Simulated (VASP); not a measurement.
# SrLa2As2 (R-3m) in VASP: single point with HSE06

Aim: the single point of SrLa2As2 with HSE06.

Everything below comes from runs of VASP 6.6.1. Logs are shortened: lines on timing, memory, paths and dates and some standing lists are left out, and cuts for length are marked.

**1. The cell of the first run**

Symmetry: R-3m, No. 166, trigonal system. The conventional cell has a = 4.357 Å, b = 4.357 Å, c = 27.701 Å, α = 90.00°, β = 90.00°, γ = 120.00°. Sr (site symmetry -3m) has 6 As at 3.25 Å and 6 La at 4.27 Å and 6 Sr at 4.36 Å within 4.4 Å. Within 3.8 Å of La (site symmetry 3m) lie 3 As at 2.88 Å and 3 La at 3.42 Å. As (site symmetry 3m) has 3 La at 2.88 Å and 3 Sr at 3.25 Å within 3.8 Å.

**2. Single point, HSE06**

The input, POSCAR:

```
SrLa2As2
1.0
    2.1786950000      3.7736100000      0.0000000000
   -2.1786950000      3.7736100000      0.0000000000
    0.0000000000     -2.5157400000      9.2337180000
Sr La As
1 2 2
Direct
    0.0000000000      0.0000000000      0.0000000000
    0.2086000000      0.2086000000      0.6258000000
    0.7914000000      0.7914000000      0.3742000000
    0.4073600000      0.4073600000      0.2220800000
    0.5926400000      0.5926400000      0.7779200000
```

The input, INCAR.step1:

```
SYSTEM = SrLa2As2
PREC = Accurate
ENCUT = 520
EDIFF = 1E-5
ISMEAR = -1
SIGMA = 0.0147
LREAL = .False.
LASPH = .True.
NELM = 80
ALGO = Normal
ISIF = 2
LWAVE = .True.
LCHARG = .False.
GGA = PE
NBANDS = 29
LUSENCCL = .False.
```

The input, INCAR.step2:

```
SYSTEM = SrLa2As2
PREC = Accurate
ENCUT = 520
EDIFF = 1E-6
ISMEAR = -1
SIGMA = 0.0147
LREAL = .False.
LASPH = .True.
NELM = 80
ALGO = Normal
ISIF = 2
LWAVE = .False.
LCHARG = .False.
GGA = PE
LHFCALC = .True.
HFSCREEN = 0.2079
PRECFOCK = Fast
ISTART = 1
NBANDS = 29
LUSENCCL = .False.
```

The input, KPOINTS:

```
regular mesh
0
Gamma
  3 3 3
  0 0 0
```

Potentials or basis: VASP PAW PBE potentials, release 64 (Sr_sv, La, As).

Command:

```
$ cat potpaw_PBE.64/Sr_sv/POTCAR potpaw_PBE.64/La/POTCAR potpaw_PBE.64/As/POTCAR > POTCAR
$ cp INCAR.step1 INCAR
$ mpirun -np 1 vasp_std > vasp.out
$ cp INCAR.step2 INCAR
$ mpirun -np 1 vasp_std > vasp.out
```

OUTCAR:

```text
SYSTEM = SrLa2As2
   PREC = Accurate
   ENCUT = 520
   EDIFF = 1E-6
   ISMEAR = -1
   LREAL = .False.
   LASPH = .True.
   NELM = 80
   ISIF = 2
   GGA = PE
   LHFCALC = .True.
   HFSCREEN = 0.2079
   PRECFOCK = Fast
   ISTART = 1

 ion  position               nearest neighbor table
   1  0.000  0.000  0.000-   4 3.25   5 3.25   5 3.25   5 3.25   4 3.25   4 3.25   2 4.27   3 4.27
                             2 4.27   3 4.27   2 4.27   3 4.27
   2  0.209  0.209  0.626-   5 2.88   5 2.88   5 2.88   3 3.42   3 3.42   3 3.42   1 4.27   1 4.27
                             1 4.27
   3  0.791  0.791  0.374-   4 2.88   4 2.88   4 2.88   2 3.42   2 3.42   2 3.42   1 4.27   1 4.27
                             1 4.27
   4  0.407  0.407  0.222-   3 2.88   3 2.88   3 2.88   1 3.25   1 3.25   1 3.25
   5  0.593  0.593  0.778-   2 2.88   2 2.88   2 2.88   1 3.25   1 3.25   1 3.25

  LATTYP: Found a trigonal (rhomboedric) cell.
 ALAT       =     9.5702924168
 COS(alpha) =     0.8963492489

  Lattice vectors:

 A1 = (   2.1786950000,   1.2578700000,   9.2337180000)
 A2 = (  -2.1786950000,   1.2578700000,   9.2337180000)
 A3 = (   0.0000000000,  -2.5157400000,   9.2337180000)

Analysis of symmetry for initial positions (statically):
=====================================================================
 Subroutine PRICEL returns:
 Original cell was already a primitive cell.

 Routine SETGRP: Setting up the symmetry group for a
 trigonal (rhombohedral) supercell.

 Subroutine GETGRP returns: Found 12 space group operations
 (whereof 12 operations were pure point group operations)
 out of a pool of 12 trial point group operations.

The static configuration has the point symmetry D_3d.

Analysis of symmetry for dynamics (positions and initial velocities):
=====================================================================
 Subroutine PRICEL returns:
 Original cell was already a primitive cell.

 Routine SETGRP: Setting up the symmetry group for a
 trigonal (rhombohedral) supercell.

 Subroutine GETGRP returns: Found 12 space group operations
 (whereof 12 operations were pure point group operations)
 out of a pool of 12 trial point group operations.

The dynamic configuration has the point symmetry D_3d.

 Subroutine INISYM returns: Found 12 space group operations
 (whereof 12 operations are pure point group operations),
 and found     1 'primitive' translations

----------------------------------------------------------------------------------------

                                     Primitive cell

  volume of cell :     151.8309

  direct lattice vectors                    reciprocal lattice vectors
     2.178695000  3.773610000  0.000000000     0.229495179  0.132499119  0.036099579
    -2.178695000  3.773610000  0.000000000    -0.229495179  0.132499119  0.036099579
     0.000000000 -2.515740000  9.233718000     0.000000000 -0.000000000  0.108298737

  length of vectors
     4.357389624  4.357389624  9.570292360     0.267445758  0.267445758  0.108298737

  position of ions in fractional coordinates (direct lattice)
     0.000000000  0.000000000  0.000000000
     0.208600000  0.208600000  0.625800000
     0.791400000  0.791400000  0.374200000
     0.407360000  0.407360000  0.222080000
     0.592640000  0.592640000  0.777920000

  ion indices of the primitive-cell ions
   primitive index   ion index
                 1           1
                 2           2
                 3           3
                 4           4
                 5           5

----------------------------------------------------------------------------------------

 KPOINTS: regular mesh

Automatic generation of k-mesh.
 Grid dimensions read from file:
 generate k-points for:    3    3    3

 Generating k-lattice:

  Cartesian coordinates                     Fractional coordinates (reciprocal lattice)
     0.076498393  0.044166373  0.012033193     0.333333333  0.000000000  0.000000000
    -0.076498393  0.044166373  0.012033193     0.000000000  0.333333333  0.000000000
     0.000000000 -0.000000000  0.036099579     0.000000000  0.000000000  0.333333333

  Length of vectors
     0.089148586  0.089148586  0.036099579

  Shift w.r.t. Gamma in fractional coordinates (k-lattice)
     0.000000000  0.000000000  0.000000000

 Subroutine IBZKPT returns following result:
 ===========================================

 Found      6 irreducible k-points:

 Following reciprocal coordinates:
            Coordinates               Weight
  0.000000  0.000000  0.000000      1.000000
  0.333333  0.000000  0.000000      6.000000
  0.333333  0.333333  0.000000      6.000000
 -0.333333  0.333333  0.000000      6.000000
  0.000000  0.000000  0.333333      2.000000
  0.333333  0.000000  0.333333      6.000000
   k-points           NKPTS =      6   k-points in BZ     NKDIM =     27   number of bands    NBANDS=     29
   number of dos      NEDOS =    301   number of ions     NIONS =      5
   total plane-waves  NPLWV =  73728
   dimension x,y,z NGX =    32 NGY =   32 NGZ =   72
   dimension x,y,z NGXF=    64 NGYF=   64 NGZF=  144
   ions per type =               1   2   2
   NGX,Y,Z   is equivalent  to a cutoff of  12.21, 12.21, 12.51 a.u.
   NGXF,Y,Z  is equivalent  to a cutoff of  24.42, 24.42, 25.01 a.u.
 SYSTEM =  SrLa2As2
   PREC   = accura    normal or accurate (medium, high low for compatibility)
   ISTART =      1    job   : 0-new  1-cont  2-samecut
   ICHARG =      0    charge: 1-file 2-atom 10-const
   ISPIN  =      1    spin polarized calculation?
   LNONCOLLINEAR =      F non collinear calculations
   LSORBIT =      F    spin-orbit coupling
   LASPH  =      T    aspherical Exc in radial PAW
   ENCUT  =  520.0 eV  38.22 Ry    6.18 a.u.   8.10  8.10 17.79*2*pi/ulx,y,z
   NELM   =     80;   NELMIN=  2; NELMDL=  0     # of ELM steps
   EDIFF  = 0.1E-05   stopping-criterion for ELM
   LREAL  =      F    real-space projection
   EDIFFG = 0.1E-04   stopping-criterion for IOM
   NSW    =      0    number of steps for IOM
   IBRION =     -1    ionic relax: 0-MD 1-quasi-New 2-CG
   NFREE  =      0    steps in history (QN), initial steepest desc. (CG)
   ISIF   =      2    stress and relaxation
   ISYM   =      3    0-nonsym 1-usesym 2-fastsym
   POTIM  = 0.5000    time-step for ionic-motion
   TEBEG  =    0.0;   TEEND  =   0.0 temperature during run
   PSTRESS=    0.0 pullay stress
   NELECT =      42.0000    total number of electrons
   NUPDOWN=      -1.0000    fix difference up-down
   EMIN   =  10.00;   EMAX   =-10.00  energy-range for DOS
   EFERMI =   0.00;   METHOD = LEGACY
   ISMEAR =    -1;   SIGMA  =   0.01  broadening in eV -4-tet -1-fermi 0-gaus
   EFERMI_NEDOS =   21; number of points for ismear=-14 and -15
   IALGO  =     38    algorithm
   IMIX   =      1    mixing-type and parameters
     AMIX     =   0.40;   BMIX     =  1.00
     AMIX_MAG =   1.60;   BMIX_MAG =  1.00
  volume/ion in A,a.u.               =      30.37       204.92
  Fermi-wavevector in a.u.,A,eV,Ry     =   1.066689  2.015750 15.481061  1.137826
  Thomas-Fermi vector in A             =   2.202282
   LORBIT       =      0    0 simple, 1 ext, 2 COOP (PROOUT), +10 PAW based schemes
   GGA     = PE    functional components
   LHFCALC =     T    Hartree Fock is set to
   PRECFOCK=fast      Normal, Fast or Accurate (Low or Medium for compatibility)
   ENCUT4O =  -1.0   cutoff for four orbital integrals eV
   NKREDX  =     1    reduce k-point grid by
   NKREDY  =     1    reduce k-point grid by
   NKREDZ  =     1    reduce k-point grid by
   AEXX    =    0.2500 exact exchange contribution
   HFSCREEN=    0.2079 screening length (either q_TF or 0.3 A-1)
   HFSCREENC=   0.2079 screening length for correlation (either q_TF or 0.3 A-1)
   ENCUTFOCK=  -1.0 apply spherical cutoff to Coloumb kernel
   IVDW    =     0    specifies the selected vdW correction
   LEPSILON=     F    determine dielectric tensor
   LRPA    =     F    only Hartree local field effects (RPA)
 non-spin polarized calculation
  energy-cutoff  :      520.00
  volume of cell :      151.83
 maximum number of plane-waves:      4109
  NGX = 18; NGY = 18; NGZ = 40

 number of electron      42.0000000 magnetization

 Free energy of the ion-electron system (eV)
  ---------------------------------------------------
  ext. energy  EPLUGINS =         0.00000000
  ---------------------------------------------------
  free energy    TOTEN  =       -27.90969419 eV

  energy without entropy =      -27.90511405  energy(sigma->0) =      -27.90740412

 E-fermi :   5.8617     XC(G=0):  -7.8220

 val. band max:        5.6736215825   @ k =   0.3333   0.0000   0.3333
 cond. band min:       5.8617993943   @ k =   0.3333   0.0000   0.0000
 fundamental gap:      0.1881778118
 Fermi energy:         5.8617412785

 k-point     1 :       0.0000    0.0000    0.0000
  band No.  band energies     occupation
      1     -32.4679      2.00000
      2     -29.8941      2.00000
      3     -29.5923      2.00000
      4     -13.2952      2.00000
      5     -13.1698      2.00000
      6     -13.1698      2.00000
[... 21 lines left out ...]
     28       8.4997      0.00000
     29       8.4997      0.00000

 k-point     2 :       0.3333    0.0000    0.0000
  band No.  band energies     occupation
      1     -32.4611      2.00000
      2     -29.8073      2.00000
      3     -29.6326      2.00000
      4     -13.3242      2.00000
      5     -13.2848      2.00000
      6     -13.1987      2.00000
[... 21 lines left out ...]
     28       9.3681      0.00000
     29       9.5059      0.00000

 k-point     3 :       0.3333    0.3333    0.0000
  band No.  band energies     occupation
      1     -32.4611      2.00000
      2     -29.8073      2.00000
      3     -29.6326      2.00000
      4     -13.3360      2.00000
      5     -13.2607      2.00000
      6     -13.1996      2.00000
[... 21 lines left out ...]
     28       9.1280      0.00000
     29       9.5071      0.00000

 k-point     4 :      -0.3333    0.3333    0.0000
  band No.  band energies     occupation
      1     -32.4578      2.00000
      2     -29.7082      2.00000
      3     -29.7082      2.00000
      4     -13.3148      2.00000
      5     -13.3025      2.00000
      6     -13.2249      2.00000
[... 21 lines left out ...]
     28       9.0902      0.00000
     29       9.5059      0.00000

 k-point     5 :       0.0000    0.0000    0.3333
  band No.  band energies     occupation
      1     -32.4679      2.00000
      2     -29.8941      2.00000
      3     -29.5922      2.00000
      4     -13.3447      2.00000
      5     -13.1699      2.00000
      6     -13.1699      2.00000
[... 21 lines left out ...]
     28       8.9587      0.00000
     29       9.1115      0.00000

 k-point     6 :       0.3333    0.0000    0.3333
  band No.  band energies     occupation
      1     -32.4611      2.00000
      2     -29.8073      2.00000
      3     -29.6326      2.00000
      4     -13.3189      2.00000
      5     -13.2536      2.00000
      6     -13.1991      2.00000
[... 21 lines left out ...]
     28       9.1701      0.00000
     29       9.4229      0.00000

------------------------ aborting loop because EDIFF is reached ----------------------------------------

  FORCE on cell =-STRESS in cart. coord.  units (eV):
  Direction    XX          YY          ZZ          XY          YZ          ZX
  --------------------------------------------------------------------------------------
  -------------------------------------------------------------------------------------
  Total        2.3251053      2.3251047      2.0296399      0.0000000      0.0000000      0.0000000
  in kB       24.5354005     24.5353949     21.4175366      0.0000000      0.0000000      0.0000000
  external PRESSURE =      23.4961107 kB  Pullay stress =       0.0000000 kB

 VOLUME and BASIS-vectors are now :
 -----------------------------------------------------------------------------
  energy-cutoff  :      520.00
  volume of cell :      151.83
      direct lattice vectors                 reciprocal lattice vectors
     2.178695000  3.773610000  0.000000000     0.229495179  0.132499119  0.036099579
    -2.178695000  3.773610000  0.000000000    -0.229495179  0.132499119  0.036099579
     0.000000000 -2.515740000  9.233718000     0.000000000 -0.000000000  0.108298737

 POSITION                                       TOTAL-FORCE (eV/Angst)
 -----------------------------------------------------------------------------------
      0.00000      0.00000      0.00000         0.000000      0.000000     -0.000000
      0.00000     -0.00000      5.77846         0.000000      0.000000      0.488064
      0.00000      5.03148      3.45526         0.000000     -0.000000     -0.488064
      0.00000      2.51574      2.05062         0.000000      0.000000     -0.688777
      0.00000      2.51574      7.18309         0.000000     -0.000000      0.688777
 -----------------------------------------------------------------------------------
    total drift:                                0.000001     -0.000002      0.000002

  FREE ENERGIE OF THE ION-ELECTRON SYSTEM (eV)
  ---------------------------------------------------
  free  energy   TOTEN  =       -27.9096941893 eV

  energy  without entropy=      -27.9051140527  energy(sigma->0) =      -27.90740412
```

Wall time 8.1 min (1 × NVIDIA H100 80GB with 1 thread of AMD EPYC 7R13 (Zen 3), shared host); peak memory 1.3 GiB.

What came out:

| Item | Value |
| --- | --- |
| Free energy | -27.9097 eV |
| Pressure | 2.3 GPa |
| Largest force | 0.689 eV/Å |
| Band gap on the k mesh | zero (bands 21 and 22 overlap by 0.47 eV) |

Forces on the atoms (eV/Å):
```
Sr   0.000  0.000  0.000
La   0.000  0.000  0.488
La   0.000  0.000 -0.488
As   0.000  0.000 -0.689
As   0.000  0.000  0.689
```

Caveat: the k points lie up to 0.56 Å⁻¹ apart; the PAW data sets were made with another functional, which shifts forces and pressure a little; spin-orbit coupling is left out, which moves the levels of the heavy elements.
